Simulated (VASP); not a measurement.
# HfZrSe3 (Pm-3m) in VASP: a series of runs

Runs on HfZrSe3. Level: PBE. Tasks: single point.

Everything below comes from runs of VASP 6.6.1. Logs are shortened: lines on timing, memory, paths and dates and some standing lists are left out, and cuts for length are marked.

## (1) The cell of the first run

Symmetry: Pm-3m, No. 221, cubic system. The conventional cell has a = 5.085 Å, b = 5.085 Å, c = 5.085 Å, α = 90.00°, β = 90.00°, γ = 90.00°. Zr (site symmetry m-3m) has 12 Se at 3.60 Å and 8 Hf at 4.40 Å within 4.7 Å. Within 3.4 Å of Hf (site symmetry m-3m) lie 6 Se at 2.54 Å. Within 3.4 Å of Se (site symmetry 4/mmm) lie 2 Hf at 2.54 Å.

## (2) Single point, PBE

INCAR reads:

```
ALGO     = Normal         # electronic algorithm
EDIFF    = 1E-6           # SCF threshold, eV
ENCUT    = 500            # plane-wave cutoff, eV
GGA      = PE             # functional
GGA_COMPAT= False        
ISIF     = 2              # what is computed and relaxed
ISMEAR   = 0              # smearing method
LASPH    = True           # aspherical terms in the spheres
LCHARG   = True           # write CHGCAR
LELF     = True           # ELF
LREAL    = False          # projectors in reciprocal space
LVHAR    = True         
LWAVE    = False          # write WAVECAR
NBANDS   = 28             # bands
NELM     = 120            # most SCF steps
PREC     = Accurate       # precision mode
SIGMA    = 0.15           # smearing width, eV
```

KPOINTS reads:

```
k-points
0
Gamma
  3 3 3
```

POSCAR reads:

```
HfZrSe3
1.0
    5.0849383522      0.0000000000      0.0000000000
    0.0000000000      5.0849383522      0.0000000000
    0.0000000000      0.0000000000      5.0849383522
Zr Hf Se
1 1 3
Direct
    0.5000000000      0.5000000000      0.5000000000
    0.0000000000      0.0000000000      0.0000000000
    0.5000000000      0.0000000000      0.0000000000
    0.0000000000      0.5000000000      0.0000000000
    0.0000000000      0.0000000000      0.5000000000
```

Potentials or basis: VASP PAW PBE potentials, release 64 (Zr_sv, Hf_pv, Se).

On the command line:

```
> cat potpaw_PBE.64/Zr_sv/POTCAR potpaw_PBE.64/Hf_pv/POTCAR potpaw_PBE.64/Se/POTCAR > POTCAR
> mpirun -np 1 vasp_std > vasp.out
```

OUTCAR:

```text
EDIFF = 1E-6
   ENCUT = 500
   GGA = PE
   ISIF = 2
   ISMEAR = 0
   LASPH = True
   LREAL = False
   NELM = 120
   PREC = Accurate

 ion  position               nearest neighbor table
   1  0.500  0.500  0.500-
   2  0.000  0.000  0.000-   3 2.54   4 2.54   5 2.54   5 2.54   4 2.54   3 2.54
   3  0.500  0.000  0.000-   2 2.54   2 2.54
   4  0.000  0.500  0.000-   2 2.54   2 2.54
   5  0.000  0.000  0.500-   2 2.54   2 2.54

  LATTYP: Found a simple cubic cell.
 ALAT       =     5.0849383522

  Lattice vectors:

 A1 = (   5.0849383522,   0.0000000000,   0.0000000000)
 A2 = (   0.0000000000,   5.0849383522,   0.0000000000)
 A3 = (   0.0000000000,   0.0000000000,   5.0849383522)

Analysis of symmetry for initial positions (statically):
=====================================================================
 Subroutine PRICEL returns:
 Original cell was already a primitive cell.

 Routine SETGRP: Setting up the symmetry group for a
 simple cubic supercell.

 Subroutine GETGRP returns: Found 48 space group operations
 (whereof 48 operations were pure point group operations)
 out of a pool of 48 trial point group operations.

The static configuration has the point symmetry O_h .

Analysis of symmetry for dynamics (positions and initial velocities):
=====================================================================
 Subroutine PRICEL returns:
 Original cell was already a primitive cell.

 Routine SETGRP: Setting up the symmetry group for a
 simple cubic supercell.

 Subroutine GETGRP returns: Found 48 space group operations
 (whereof 48 operations were pure point group operations)
 out of a pool of 48 trial point group operations.

The dynamic configuration has the point symmetry O_h .

 Subroutine INISYM returns: Found 48 space group operations
 (whereof 48 operations are pure point group operations),
 and found     1 'primitive' translations

----------------------------------------------------------------------------------------

                                     Primitive cell

  volume of cell :     131.4792

  direct lattice vectors                    reciprocal lattice vectors
     5.084938352  0.000000000  0.000000000     0.196659218  0.000000000  0.000000000
     0.000000000  5.084938352  0.000000000     0.000000000  0.196659218  0.000000000
     0.000000000  0.000000000  5.084938352     0.000000000  0.000000000  0.196659218

  length of vectors
     5.084938352  5.084938352  5.084938352     0.196659218  0.196659218  0.196659218

  position of ions in fractional coordinates (direct lattice)
     0.500000000  0.500000000  0.500000000
     0.000000000  0.000000000  0.000000000
     0.500000000  0.000000000  0.000000000
     0.000000000  0.500000000  0.000000000
     0.000000000  0.000000000  0.500000000

  ion indices of the primitive-cell ions
   primitive index   ion index
                 1           1
                 2           2
                 3           3
                 4           4
                 5           5

----------------------------------------------------------------------------------------

 KPOINTS: k-points

Automatic generation of k-mesh.
 Grid dimensions read from file:
 generate k-points for:    3    3    3

 Generating k-lattice:

  Cartesian coordinates                     Fractional coordinates (reciprocal lattice)
     0.065553073  0.000000000  0.000000000     0.333333333  0.000000000  0.000000000
     0.000000000  0.065553073  0.000000000     0.000000000  0.333333333  0.000000000
     0.000000000  0.000000000  0.065553073     0.000000000  0.000000000  0.333333333

  Length of vectors
     0.065553073  0.065553073  0.065553073

  Shift w.r.t. Gamma in fractional coordinates (k-lattice)
     0.000000000  0.000000000  0.000000000

 Subroutine IBZKPT returns following result:
 ===========================================

 Found      4 irreducible k-points:

 Following reciprocal coordinates:
            Coordinates               Weight
  0.000000  0.000000  0.000000      1.000000
  0.333333  0.000000  0.000000      6.000000
  0.333333  0.333333  0.000000     12.000000
  0.333333  0.333333  0.333333      8.000000
   k-points           NKPTS =      4   k-points in BZ     NKDIM =      4   number of bands    NBANDS=     28
   number of dos      NEDOS =    301   number of ions     NIONS =      5
   total plane-waves  NPLWV =  64000
   dimension x,y,z NGX =    40 NGY =   40 NGZ =   40
   dimension x,y,z NGXF=    80 NGYF=   80 NGZF=   80
   ions per type =               1   1   3
   NGX,Y,Z   is equivalent  to a cutoff of  13.08, 13.08, 13.08 a.u.
   NGXF,Y,Z  is equivalent  to a cutoff of  26.16, 26.16, 26.16 a.u.
 SYSTEM =  unknown system
   PREC   = accura    normal or accurate (medium, high low for compatibility)
   ISTART =      0    job   : 0-new  1-cont  2-samecut
   ICHARG =      2    charge: 1-file 2-atom 10-const
   ISPIN  =      1    spin polarized calculation?
   LNONCOLLINEAR =      F non collinear calculations
   LSORBIT =      F    spin-orbit coupling
   LASPH  =      T    aspherical Exc in radial PAW
   ENCUT  =  500.0 eV  36.75 Ry    6.06 a.u.   9.27  9.27  9.27*2*pi/ulx,y,z
   NELM   =    120;   NELMIN=  2; NELMDL= -5     # of ELM steps
   EDIFF  = 0.1E-05   stopping-criterion for ELM
   LREAL  =      F    real-space projection
   EDIFFG = 0.1E-04   stopping-criterion for IOM
   NSW    =      0    number of steps for IOM
   IBRION =     -1    ionic relax: 0-MD 1-quasi-New 2-CG
   NFREE  =      0    steps in history (QN), initial steepest desc. (CG)
   ISIF   =      2    stress and relaxation
   ISYM   =      2    0-nonsym 1-usesym 2-fastsym
   POTIM  = 0.5000    time-step for ionic-motion
   TEBEG  =    0.0;   TEEND  =   0.0 temperature during run
   PSTRESS=    0.0 pullay stress
   NELECT =      40.0000    total number of electrons
   NUPDOWN=      -1.0000    fix difference up-down
   EMIN   =  10.00;   EMAX   =-10.00  energy-range for DOS
   EFERMI =   0.00;   METHOD = LEGACY
   ISMEAR =     0;   SIGMA  =   0.15  broadening in eV -4-tet -1-fermi 0-gaus
   EFERMI_NEDOS =   21; number of points for ismear=-14 and -15
   IALGO  =     38    algorithm
   IMIX   =      4    mixing-type and parameters
     AMIX     =   0.40;   BMIX     =  1.00
     AMIX_MAG =   1.60;   BMIX_MAG =  1.00
  volume/ion in A,a.u.               =      26.30       177.45
  Fermi-wavevector in a.u.,A,eV,Ry     =   1.101055  2.080693 16.494653  1.212323
  Thomas-Fermi vector in A             =   2.237476
   LORBIT       =      0    0 simple, 1 ext, 2 COOP (PROOUT), +10 PAW based schemes
   GGA     = PE    functional components
   LHFCALC =     F    Hartree Fock is set to
   AEXX    =    0.0000 exact exchange contribution
   IVDW    =     0    specifies the selected vdW correction
   LEPSILON=     F    determine dielectric tensor
   LRPA    =     F    only Hartree local field effects (RPA)
 non-spin polarized calculation
 Gauss-broadening in eV      SIGMA  =   0.15
  energy-cutoff  :      500.00
  volume of cell :      131.48
 maximum number of plane-waves:      3354
 NGX is ok and might be reduce to    40
   NGX = 19   NGY = 19   NGZ = 19

 number of electron      40.0000000 magnetization

 Free energy of the ion-electron system (eV)
  ---------------------------------------------------
  ext. energy  EPLUGINS =         0.00000000
  ---------------------------------------------------
  free energy    TOTEN  =       -30.45567156 eV

  energy without entropy =      -30.35378089  energy(sigma->0) =      -30.40472623

 E-fermi :   4.8300     XC(G=0):  -9.6242

 val. band max:        4.8138200054   @ k =   0.3333   0.3333   0.0000
 cond. band min:       4.8327817485   @ k =   0.3333   0.3333   0.3333
 fundamental gap:      0.0189617431
 Fermi energy:         4.8299930946

 k-point     1 :       0.0000    0.0000    0.0000
  band No.  band energies     occupation
      1     -46.1949      2.00000
      2     -26.8569      2.00000
      3     -26.8569      2.00000
      4     -26.8569      2.00000
      5     -24.1241      2.00000
      6     -24.1241      2.00000
      7     -24.1241      2.00000
      8      -9.4810      2.00000
      9      -8.1655      2.00000
     10      -8.1655      2.00000
     11       0.4072      2.00000
     12       0.4072      2.00000
     13       0.4072      2.00000
     14       2.8541      2.00000
     15       2.8541      2.00000
     16       2.8541      2.00000
     17       3.6751      2.00000
     18       3.6751      2.00000
     19       3.6751      2.00000
     20       4.1083      2.00000
     21       4.1083      2.00000
     22       4.1083      2.00000
     23       4.4019      1.99995
     24       4.4019      1.99995
     25       4.4460      1.99971
     26       5.6016      0.00000
     27       5.6016      0.00000
     28       5.6016      0.00000

 k-point     2 :       0.3333    0.0000    0.0000
  band No.  band energies     occupation
      1     -46.1949      2.00000
      2     -26.8623      2.00000
      3     -26.8566      2.00000
      4     -26.8566      2.00000
      5     -24.1258      2.00000
      6     -24.1240      2.00000
      7     -24.1240      2.00000
      8      -9.1782      2.00000
      9      -8.1595      2.00000
     10      -8.1450      2.00000
     11      -0.2852      2.00000
     12       0.6064      2.00000
     13       0.6064      2.00000
     14       1.3890      2.00000
     15       1.6390      2.00000
     16       1.6390      2.00000
     17       1.9984      2.00000
     18       3.2944      2.00000
     19       3.2944      2.00000
     20       4.4337      1.99981
     21       4.8351      0.96149
     22       5.1735      0.00120
     23       5.5506      0.00000
     24       5.6419      0.00000
     25       5.6419      0.00000
     26       6.1987      0.00000
     27       6.8382      0.00000
     28       6.8382      0.00000

 k-point     3 :       0.3333    0.3333    0.0000
  band No.  band energies     occupation
      1     -46.1948      2.00000
      2     -26.8619      2.00000
      3     -26.8619      2.00000
      4     -26.8562      2.00000
      5     -24.1256      2.00000
      6     -24.1256      2.00000
      7     -24.1238      2.00000
      8      -8.8647      2.00000
      9      -8.1304      2.00000
     10      -8.1220      2.00000
     11      -0.7737      2.00000
     12      -0.1330      2.00000
     13       0.3842      2.00000
     14       0.7873      2.00000
     15       1.3395      2.00000
     16       1.7756      2.00000
     17       2.0605      2.00000
     18       2.2806      2.00000
     19       3.4469      2.00000
     20       4.8138      1.12119
     21       5.2369      0.00012
     22       5.3467      0.00000
     23       5.4872      0.00000
     24       5.6088      0.00000
     25       6.5311      0.00000
     26       6.8564      0.00000
     27       6.9241      0.00000
     28       7.6333      0.00000

 k-point     4 :       0.3333    0.3333    0.3333
  band No.  band energies     occupation
      1     -46.1948      2.00000
      2     -26.8615      2.00000
      3     -26.8615      2.00000
      4     -26.8615      2.00000
      5     -24.1254      2.00000
      6     -24.1254      2.00000
      7     -24.1254      2.00000
      8      -8.5086      2.00000
      9      -8.1039      2.00000
     10      -8.1039      2.00000
     11      -1.2307      2.00000
     12      -0.0980      2.00000
     13       0.0625      2.00000
     14       0.0625      2.00000
     15       0.5508      2.00000
     16       0.5508      2.00000
     17       3.2382      2.00000
     18       3.2382      2.00000
     19       3.8489      2.00000
     20       4.8328      0.97902
     21       4.9710      0.18359
     22       4.9710      0.18359
     23       5.7822      0.00000
     24       5.7822      0.00000
     25       5.8781      0.00000
     26       6.7375      0.00000
     27       7.2046      0.00000
     28       7.2046      0.00000

------------------------ aborting loop because EDIFF is reached ----------------------------------------

  FORCE on cell =-STRESS in cart. coord.  units (eV):
  Direction    XX          YY          ZZ          XY          YZ          ZX
  --------------------------------------------------------------------------------------
  -------------------------------------------------------------------------------------
  Total       -0.3005748     -0.3005748     -0.3005748      0.0000000     -0.0000000     -0.0000000
  in kB       -3.6627397     -3.6627397     -3.6627397      0.0000000     -0.0000000     -0.0000000
  external PRESSURE =      -3.6627397 kB  Pullay stress =       0.0000000 kB

 VOLUME and BASIS-vectors are now :
 -----------------------------------------------------------------------------
  energy-cutoff  :      500.00
  volume of cell :      131.48
      direct lattice vectors                 reciprocal lattice vectors
     5.084938352  0.000000000  0.000000000     0.196659218  0.000000000  0.000000000
     0.000000000  5.084938352  0.000000000     0.000000000  0.196659218  0.000000000
     0.000000000  0.000000000  5.084938352     0.000000000  0.000000000  0.196659218

 POSITION                                       TOTAL-FORCE (eV/Angst)
 -----------------------------------------------------------------------------------
      2.54247      2.54247      2.54247         0.000000      0.000000      0.000000
      0.00000      0.00000      0.00000         0.000000      0.000000      0.000000
      2.54247      0.00000      0.00000         0.000000      0.000000      0.000000
      0.00000      2.54247      0.00000         0.000000      0.000000      0.000000
      0.00000      0.00000      2.54247         0.000000      0.000000      0.000000
 -----------------------------------------------------------------------------------
    total drift:                                0.000000      0.000000     -0.000000

  FREE ENERGIE OF THE ION-ELECTRON SYSTEM (eV)
  ---------------------------------------------------
  free  energy   TOTEN  =       -30.4556715586 eV

  energy  without entropy=      -30.3537808940  energy(sigma->0) =      -30.40472623
```

Run time: 55 s. Hardware: 1 thread of Intel Xeon 8259CL, shared host; peak memory 0.24 GiB.

Results:

| Item | Value |
| --- | --- |
| Free energy | -30.4557 eV |
| Pressure | -0.4 GPa |
| Band gap on the k mesh | zero (band 20 reaches 4.83 eV, above the bottom of band 21 at 4.11 eV) |

Caveat: the k points lie up to 0.41 Å⁻¹ apart; spin-orbit coupling is left out, which moves the levels of the heavy elements.

## (3) Single point, PBE

This run uses another cell than the first one, of 26.36 Å³/atom, 1.002 times its volume.

INCAR reads:

```
  ALGO = Normal
  EDIFF = 1E-6
  ENCUT = 500
  GGA = PE
  GGA_COMPAT = False
  ISIF = 2
  ISMEAR = 0
  LASPH = True
  LCHARG = True
  LELF = True
  LREAL = False
  LVHAR = True
  LWAVE = False
  NBANDS = 28
  NELM = 120
  PREC = Accurate
  SIGMA = 0.15
```

KPOINTS is that of step 2.

POSCAR reads:

```
HfZrSe3
1.0
    5.0890774052      0.0000000000      0.0000000000
    0.0000000000      5.0890774052      0.0000000000
    0.0000000000      0.0000000000      5.0890774052
Zr Hf Se
1 1 3
Direct
    0.0000000000      0.0000000000      0.0000000000
    0.5000000000      0.5000000000      0.5000000000
    0.5000000000      0.5000000000      0.0000000000
    0.5000000000      0.0000000000      0.5000000000
    0.0000000000      0.5000000000      0.5000000000
```

Potentials or basis: VASP PAW PBE potentials, release 64 (Zr_sv, Hf_pv, Se).

On the command line:

```
> cat potpaw_PBE.64/Zr_sv/POTCAR potpaw_PBE.64/Hf_pv/POTCAR potpaw_PBE.64/Se/POTCAR > POTCAR
> mpirun -np 1 vasp_std > vasp.out
```

Run time: 48 s. Hardware: 1 thread of Intel Xeon 8259CL, shared host; peak memory 0.24 GiB.

The run converged. Its results:

* Free energy: -30.4548 eV
* Pressure: -0.5 GPa
* Band gap on the k mesh: zero (band 20 reaches 4.81 eV, above the bottom of band 21 at 4.09 eV)

Levels at points of the mesh, in eV from the Fermi level:
| k point | band 18 | band 19 | band 20 | band 21 | band 22 | band 23 |
| --- | --- | --- | --- | --- | --- | --- |
| (0.00, 0.00, 0.00) | -1.16 | -1.16 | -0.72 | -0.72 | -0.72 | -0.43 |

Caveat: the k points lie up to 0.41 Å⁻¹ apart; spin-orbit coupling is left out, which moves the levels of the heavy elements.
